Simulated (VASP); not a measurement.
# Ca in VASP: further runs

The runs below take Ca through relaxation of cell and atoms, single point, with PBEsol, BLYP.

Everything below comes from runs of VASP 6.6.1. Logs are shortened: lines on timing, memory, paths and dates and some standing lists are left out, and cuts for length are marked.

## 1. The cell of the first run

It takes space group Fm-3m (No. 225, cubic). The conventional cell has a = 5.588 Å, b = 5.588 Å, c = 5.588 Å, α = 90.00°, β = 90.00°, γ = 90.00°. Within 5.2 Å of Ca (site symmetry m-3m) lie 12 Ca at 3.95 Å.

## 2. Relaxation of cell and atoms, PBEsol, target pressure 10 GPa, at which the enthalpy is minimised

INCAR reads:

```
  PREC = Accurate
  ENCUT = 600
  EDIFF = 1E-6
  ISMEAR = -1
  SIGMA = 0.05
  LREAL = F
  LASPH = T
  NELM = 80
  ALGO = Normal
  ISIF = 3
  LWAVE = F
  LCHARG = F
  GGA = PS
  IBRION = 2
  NSW = 60
  EDIFFG = -0.01
  PSTRESS = 100.0
```

KPOINTS reads:

```
regular mesh
0
Gamma
  8 8 8
```

POSCAR reads:

```
Ca
1.0
    0.0000000000      2.7942000000      2.7942000000
    2.7942000000      0.0000000000      2.7942000000
    2.7942000000      2.7942000000      0.0000000000
Ca
1
Direct
    0.0000000000      0.0000000000      0.0000000000
```

Potentials or basis: VASP PAW PBE potentials, release 64 (Ca_sv).

The run is started by

```console
cat potpaw_PBE.64/Ca_sv/POTCAR > POTCAR
mpirun -np 1 vasp_std > vasp.out
```

OUTCAR:

```text
PREC = Accurate
   ENCUT = 600
   EDIFF = 1E-6
   ISMEAR = -1
   LREAL = F
   LASPH = T
   NELM = 80
   ISIF = 3
   GGA = PS
   IBRION = 2
   NSW = 60
   EDIFFG = -0.01
   PSTRESS = 100.0

 ion  position               nearest neighbor table
   1  0.000  0.000  0.000-

  LATTYP: Found a face centered cubic cell.
 ALAT       =     5.5884000000

  Lattice vectors:

 A1 = (   0.0000000000,   2.7942000000,   2.7942000000)
 A2 = (   2.7942000000,   0.0000000000,   2.7942000000)
 A3 = (   2.7942000000,   2.7942000000,   0.0000000000)

Analysis of symmetry for initial positions (statically):
=====================================================================
 Subroutine PRICEL returns:
 Original cell was already a primitive cell.

 Routine SETGRP: Setting up the symmetry group for a
 face centered cubic supercell.

 Subroutine GETGRP returns: Found 48 space group operations
 (whereof 48 operations were pure point group operations)
 out of a pool of 48 trial point group operations.

The static configuration has the point symmetry O_h .

Analysis of symmetry for dynamics (positions and initial velocities):
=====================================================================
 Subroutine PRICEL returns:
 Original cell was already a primitive cell.

 Routine SETGRP: Setting up the symmetry group for a
 face centered cubic supercell.

 Subroutine GETGRP returns: Found 48 space group operations
 (whereof 48 operations were pure point group operations)
 out of a pool of 48 trial point group operations.

The dynamic configuration has the point symmetry O_h .

 Subroutine INISYM returns: Found 48 space group operations
 (whereof 48 operations are pure point group operations),
 and found     1 'primitive' translations

----------------------------------------------------------------------------------------

                                     Primitive cell

  volume of cell :      43.6317

  direct lattice vectors                    reciprocal lattice vectors
     0.000000000  2.794200000  2.794200000    -0.178942094  0.178942094  0.178942094
     2.794200000  0.000000000  2.794200000     0.178942094 -0.178942094  0.178942094
     2.794200000  2.794200000  0.000000000     0.178942094  0.178942094 -0.178942094

  length of vectors
     3.951595536  3.951595536  3.951595536     0.309936799  0.309936799  0.309936799

  position of ions in fractional coordinates (direct lattice)
     0.000000000  0.000000000  0.000000000

  ion indices of the primitive-cell ions
   primitive index   ion index
                 1           1

----------------------------------------------------------------------------------------

 KPOINTS: regular mesh

Automatic generation of k-mesh.
 Grid dimensions read from file:
 generate k-points for:    8    8    8

 Generating k-lattice:

  Cartesian coordinates                     Fractional coordinates (reciprocal lattice)
    -0.022367762  0.022367762  0.022367762     0.125000000  0.000000000  0.000000000
     0.022367762 -0.022367762  0.022367762     0.000000000  0.125000000  0.000000000
     0.022367762  0.022367762 -0.022367762     0.000000000  0.000000000  0.125000000

  Length of vectors
     0.038742100  0.038742100  0.038742100

  Shift w.r.t. Gamma in fractional coordinates (k-lattice)
     0.000000000  0.000000000  0.000000000

 Subroutine IBZKPT returns following result:
 ===========================================

 Found     29 irreducible k-points:

 Following reciprocal coordinates:
            Coordinates               Weight
  0.000000  0.000000  0.000000      1.000000
  0.125000  0.000000  0.000000      8.000000
  0.250000  0.000000  0.000000      8.000000
  0.375000  0.000000  0.000000      8.000000
  0.500000  0.000000  0.000000      4.000000
  0.125000  0.125000  0.000000      6.000000
[... 16 lines left out ...]
  0.500000  0.250000  0.125000     48.000000
 -0.375000  0.250000  0.125000     24.000000
 [... further k-points ...]
   k-points           NKPTS =     29   k-points in BZ     NKDIM =     29   number of bands    NBANDS=      9
   number of dos      NEDOS =    301   number of ions     NIONS =      1
   total plane-waves  NPLWV =  32768
   dimension x,y,z NGX =    32 NGY =   32 NGZ =   32
   dimension x,y,z NGXF=    64 NGYF=   64 NGZF=   64
   ions per type =               1
   NGX,Y,Z   is equivalent  to a cutoff of  13.46, 13.46, 13.46 a.u.
   NGXF,Y,Z  is equivalent  to a cutoff of  26.93, 26.93, 26.93 a.u.
 SYSTEM =  unknown system
   PREC   = accura    normal or accurate (medium, high low for compatibility)
   ISTART =      0    job   : 0-new  1-cont  2-samecut
   ICHARG =      2    charge: 1-file 2-atom 10-const
   ISPIN  =      1    spin polarized calculation?
   LNONCOLLINEAR =      F non collinear calculations
   LSORBIT =      F    spin-orbit coupling
   LASPH  =      T    aspherical Exc in radial PAW
   ENCUT  =  600.0 eV  44.10 Ry    6.64 a.u.   7.89  7.89  7.89*2*pi/ulx,y,z
   NELM   =     80;   NELMIN=  2; NELMDL= -5     # of ELM steps
   EDIFF  = 0.1E-05   stopping-criterion for ELM
   LREAL  =      F    real-space projection
   EDIFFG = -.1E-01   stopping-criterion for IOM
   NSW    =     60    number of steps for IOM
   IBRION =      2    ionic relax: 0-MD 1-quasi-New 2-CG
   NFREE  =      1    steps in history (QN), initial steepest desc. (CG)
   ISIF   =      3    stress and relaxation
   ISYM   =      2    0-nonsym 1-usesym 2-fastsym
   POTIM  = 0.5000    time-step for ionic-motion
   TEBEG  =    0.0;   TEEND  =   0.0 temperature during run
   PSTRESS=  100.0 pullay stress
   NELECT =      10.0000    total number of electrons
   NUPDOWN=      -1.0000    fix difference up-down
   EMIN   =  10.00;   EMAX   =-10.00  energy-range for DOS
   EFERMI =   0.00;   METHOD = LEGACY
   ISMEAR =    -1;   SIGMA  =   0.05  broadening in eV -4-tet -1-fermi 0-gaus
   EFERMI_NEDOS =   21; number of points for ismear=-14 and -15
   IALGO  =     38    algorithm
   IMIX   =      4    mixing-type and parameters
     AMIX     =   0.40;   BMIX     =  1.00
     AMIX_MAG =   1.60;   BMIX_MAG =  1.00
  volume/ion in A,a.u.               =      43.63       294.44
  Fermi-wavevector in a.u.,A,eV,Ry     =   1.001861  1.893242 13.656506  1.003725
  Thomas-Fermi vector in A             =   2.134310
   LORBIT       =      0    0 simple, 1 ext, 2 COOP (PROOUT), +10 PAW based schemes
   GGA     = PS    functional components
   LHFCALC =     F    Hartree Fock is set to
   AEXX    =    0.0000 exact exchange contribution
   IVDW    =     0    specifies the selected vdW correction
   LEPSILON=     F    determine dielectric tensor
   LRPA    =     F    only Hartree local field effects (RPA)
 conjugate gradient relaxation of ions
 non-spin polarized calculation
  energy-cutoff  :      600.00
  volume of cell :       43.63
 maximum number of plane-waves:      1475
   NGX = 15   NGY = 15   NGZ = 15

--------------------------------------- Ionic step        1  -------------------------------------------

 number of electron      10.0000001 magnetization

 Free energy of the ion-electron system (eV)
  ---------------------------------------------------
  ext. energy  EPLUGINS =         0.00000000
  ---------------------------------------------------
  free energy    TOTEN  =        -2.12852433 eV

  energy without entropy =       -2.11655110  energy(sigma->0) =       -2.12253772

 E-fermi :   1.7190     XC(G=0):  -7.7049

 val. band max:        1.6786857212   @ k =  -0.3750   0.2500   0.1250
 cond. band min:       1.7795716426   @ k =   0.5000   0.1250   0.0000
 fundamental gap:      0.1008859214
 Fermi energy:         1.7190438924

 k-point     1 :       0.0000    0.0000    0.0000
  band No.  band energies     occupation
      1     -40.1536      2.00000
      2     -21.1497      2.00000
      3     -21.1497      2.00000
      4     -21.1497      2.00000
      5      -2.2120      2.00000
      6       4.0460      0.00000
      7       4.0460      0.00000
      8       4.0460      0.00000
      9       5.0830      0.00000
[... 265 lines left out ...]
 k-point    24 :      -0.3750    0.2500    0.1250
  band No.  band energies     occupation
      1     -40.1398      2.00000
      2     -21.2570      2.00000
      3     -21.1993      2.00000
      4     -21.1775      2.00000
      5       1.4240      1.99454
      6       1.6787      1.38301
      7       3.2384      0.00000
      8       4.3378      0.00000
      9       5.5866      0.00000

 [... further k-points ...]
[... 5 lines left out ...]
  --------------------------------------------------------------------------------------
  -------------------------------------------------------------------------------------
  Total       -0.3153493     -0.3153493     -0.3153493      0.0000000      0.0000000      0.0000000
  in kB      -11.5797720    -11.5797720    -11.5797720      0.0000000      0.0000000      0.0000000
  external PRESSURE =    -111.5797720 kB  Pullay stress =     100.0000000 kB
[... 96 lines left out ...]
  energy  without entropy=       -1.8478551823  energy(sigma->0) =       -1.84920411

  enthalpy is  TOTEN    =        -0.0409178895 eV   P V=        1.8096351455

[... ionic steps 4 to 13 ...]

--------------------------------------- Ionic step       14  -------------------------------------------

 number of electron      10.0000001 magnetization

------------------------ aborting loop because EDIFF is reached ----------------------------------------
[... 69 lines left out ...]
--------------------------------------- Ionic step       16  -------------------------------------------

 number of electron      10.0000001 magnetization

 Free energy of the ion-electron system (eV)
  ---------------------------------------------------
  ext. energy  EPLUGINS =         0.00000000
  ---------------------------------------------------
  free energy    TOTEN  =        -1.85839459 eV

  energy without entropy =       -1.85560531  energy(sigma->0) =       -1.85699995

 E-fermi :   3.5648     XC(G=0):  -9.0892

 val. band max:        3.4872265130   @ k =  -0.2500   0.5000   0.2500
 cond. band min:       3.6943884804   @ k =  -0.3750   0.2500   0.1250
 fundamental gap:      0.2071619674
 Fermi energy:         3.5647747147

 k-point     1 :       0.0000    0.0000    0.0000
  band No.  band energies     occupation
      1     -37.4759      2.00000
      2     -18.3387      2.00000
      3     -18.3387      2.00000
      4     -18.3387      2.00000
      5      -1.0533      2.00000
      6       6.3484      0.00000
      7       6.3484      0.00000
      8       6.3484      0.00000
      9       7.9970      0.00000
[... 265 lines left out ...]
 k-point    24 :      -0.3750    0.2500    0.1250
  band No.  band energies     occupation
      1     -37.3906      2.00000
      2     -18.7757      2.00000
      3     -18.5359      2.00000
      4     -18.4444      2.00000
      5       3.2542      1.99599
      6       3.6944      0.13927
      7       5.2412      0.00000
      8       6.8408      0.00000
      9       8.8401      0.00000

 [... further k-points ...]
[... 5 lines left out ...]
  --------------------------------------------------------------------------------------
  -------------------------------------------------------------------------------------
  Total        1.8080176      1.8080176      1.8080176      0.0000000      0.0000000      0.0000000
  in kB       99.4814291     99.4814291     99.4814291      0.0000000      0.0000000      0.0000000
  external PRESSURE =      -0.5185709 kB  Pullay stress =     100.0000000 kB
[... 20 lines left out ...]
  energy  without entropy=       -1.8556053087  energy(sigma->0) =       -1.85699995

  enthalpy is  TOTEN    =        -0.0409522673 eV   P V=        1.8174423227

 reached required accuracy - stopping structural energy minimisation
```

Run time: 74 s. Hardware: 1 thread of Intel Xeon Platinum 8259CL at 2.50GHz (Skylake/Cascade Lake), shared host; peak memory 0.18 GiB.

What came out:

* Free energy: -1.8584 eV
* Relaxed volume: 29.12 Å³/atom
* Relaxed cell: a = 3.453 Å, b = 3.453 Å, c = 3.453 Å, α = 60.00°, β = 60.00°, γ = 60.00°
* Space group after relaxing (to 0.05 Å): Fm-3m (No. 225)
* Energy change on relaxing (the enthalpy is what falls): +270.1 meV/atom
* Ionic steps: 16
* Pressure after relaxing: 9.9 GPa
* Band gap on the k mesh: 0.21 eV, indirect (least direct gap 0.44 eV)

The path:
```
step  energy change (eV)  largest force (eV/Å)  pressure (GPa)  volume (Å³)
   1              0.0000                0.0000           -1.16        43.63
   2              0.4158                0.0000           13.54        27.12
   3              0.2780                0.0000           10.15        28.99
   4              0.2622                0.0000            9.74        29.25
   5              0.2624                0.0000            9.71        29.25
   6              0.2629                0.0000            9.75        29.24
   7              0.2629                0.0000            9.76        29.24
   8              0.2629                0.0000            9.76        29.24
   9              0.2629                0.0000            9.76        29.24
  10              0.2630                0.0000            9.75        29.23
  11              0.2631                0.0000            9.74        29.23
  12              0.2633                0.0000            9.77        29.23
  13              0.2638                0.0000            9.79        29.22
  14              0.2647                0.0000            9.79        29.21
  15              0.2665                0.0000            9.85        29.18
  16              0.2701                0.0000            9.95        29.12
```

Final structure:
```
Ca
1.0
     0.00000    2.44182    2.44182
     2.44182    0.00000    2.44182
     2.44182    2.44182    0.00000
Ca
1
Direct
  0.00000 0.00000 0.00000
```

Caveat: the cell is relaxed towards a set pressure, so the enthalpy falls and the energy may rise; the volume moved by over 15 % at a fixed basis, so the end points are rough; the PAW data sets were made with another functional, which shifts forces and pressure a little. A k mesh can miss the band edges.

[end of part 1 of 2]
